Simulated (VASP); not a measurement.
**NiCl3: single point with PBEsol**

Crystal: NiCl3.

```
CELL_PARAMETERS angstrom
4.57897 0.00000 0.00000
0.00000 4.57897 0.00000
0.00000 0.00000 4.57897
ATOMIC_POSITIONS crystal
Ni 0.00000 0.00000 0.00000
Cl 0.50000 0.00000 0.00000
Cl 0.00000 0.00000 0.50000
Cl 0.00000 0.50000 0.00000
```

This cell differs from its parent crystal: volume scaled by 1.040.

| Quantity | Value |
| --- | --- |
| Program | VASP 6.6.1 |
| Task | single point |
| Functional | PBEsol |
| Potentials or basis | VASP PAW PBE potentials, release 64 (Ni, Cl) |
| Cutoff | 520 eV |
| k mesh | 6 × 6 × 6 |
| Occupations | gaussian, width 0.05 eV |
| Spin | collinear spin, ferromagnetic start |
| Starting moments | [0.1, 0.0, 0.0, 0.0] μB |

The pressure is -2.0 GPa, the net moment is 0.00 μB per cell and the valence electrons inside the program's atomic spheres are Ni 9.08; Cl 5.02.

Levels at points of the mesh, in eV from the Fermi level:
Spin up:
| k point | band 11 | band 12 | band 13 | band 14 | band 15 | band 16 | band 17 | band 18 | band 19 | band 20 |
| --- | --- | --- | --- | --- | --- | --- | --- | --- | --- | --- |
| (0.00, 0.00, 0.00) | -1.24 | -0.96 | -0.96 | -0.96 | -0.63 | -0.63 | -0.63 | 4.05 | 6.69 | 9.69 |
| (0.50, 0.00, 0.00) | -1.24 | -1.22 | -0.75 | -0.75 | -0.18 | -0.18 | -0.04 | 7.40 | 8.75 | 8.82 |
| (0.50, 0.50, 0.00) | -1.62 | -0.81 | -0.39 | -0.17 | -0.17 | 0.10 | 2.07 | 9.01 | 9.01 | 9.35 |
| (0.50, 0.50, 0.50) | -0.37 | -0.37 | 0.11 | 0.11 | 0.11 | 2.08 | 2.08 | 7.20 | 7.81 | 7.81 |
Spin down:
| k point | band 11 | band 12 | band 13 | band 14 | band 15 | band 16 | band 17 | band 18 | band 19 | band 20 |
| --- | --- | --- | --- | --- | --- | --- | --- | --- | --- | --- |
| (0.00, 0.00, 0.00) | -1.24 | -0.96 | -0.96 | -0.96 | -0.63 | -0.63 | -0.63 | 4.05 | 6.69 | 9.69 |
| (0.50, 0.00, 0.00) | -1.24 | -1.22 | -0.75 | -0.75 | -0.18 | -0.18 | -0.04 | 7.40 | 8.75 | 8.82 |
| (0.50, 0.50, 0.00) | -1.62 | -0.81 | -0.39 | -0.17 | -0.17 | 0.10 | 2.07 | 9.01 | 9.01 | 9.35 |
| (0.50, 0.50, 0.50) | -0.37 | -0.37 | 0.11 | 0.11 | 0.11 | 2.08 | 2.08 | 7.20 | 7.81 | 7.81 |

It took 81 s on 1 thread of Intel(R) Xeon(R) 6975P-C (Granite Rapids), on a shared host, peak memory 0.28 GiB.

Caveat: the PAW data sets were made with another functional, which shifts forces and pressure a little; semilocal functionals often make such compounds metallic where correlation or magnetic order opens a gap, which also shifts bond lengths.
